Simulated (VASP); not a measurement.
## InO: single point with LDA

The system is InO, a slab with vacuum.

```
In O
1.0
     3.40694    0.00000    0.00000
    -1.70347    2.95049    0.00000
     0.00000    0.00000   15.66252
In O
2 2
Direct
  0.66667 0.33333 0.40998
  0.66667 0.33333 0.59002
  0.00000 0.00000 0.36013
  0.00000 0.00000 0.63987
```

```json
{
 "Program": "VASP 6.6.1",
 "Task": "single point",
 "Functional": "LDA",
 "Potentials or basis": "VASP PAW LDA potentials, release 64 (In_d, O)",
 "Cutoff": "600 eV",
 "k mesh": "9 × 9 × 2",
 "Occupations": "fermi-dirac, width 0.05 eV",
 "Spin": "no spin polarisation"
}
```

```yaml
Largest_force: 0.217 eV/Å
Band_gap_on_the_k_mesh: 0.33 eV (least direct gap 1.13 eV)
```

Forces on the atoms (eV/Å):
```
In   0.000  0.000 -0.014
In   0.000  0.000  0.014
O    0.000  0.000  0.217
O    0.000  0.000 -0.217
```

Levels at points of the mesh, in eV from the valence-band top:
```
           k point  band 17  band 18  band 19  band 20  band 21  band 22
(0.00, 0.00, 0.00)    -1.75    -1.75    -0.80     0.33     3.28     6.40
(0.00, 0.00, 0.50)    -1.75    -1.75    -0.80     0.33     3.28     6.19
```

It took 2.6 min on 1 thread of Intel(R) Xeon(R) Platinum 8488C (Sapphire Rapids), with other jobs on the host, peak memory 0.3 GiB.

Caveat: spin-orbit coupling is left out, which moves the levels of the heavy elements.
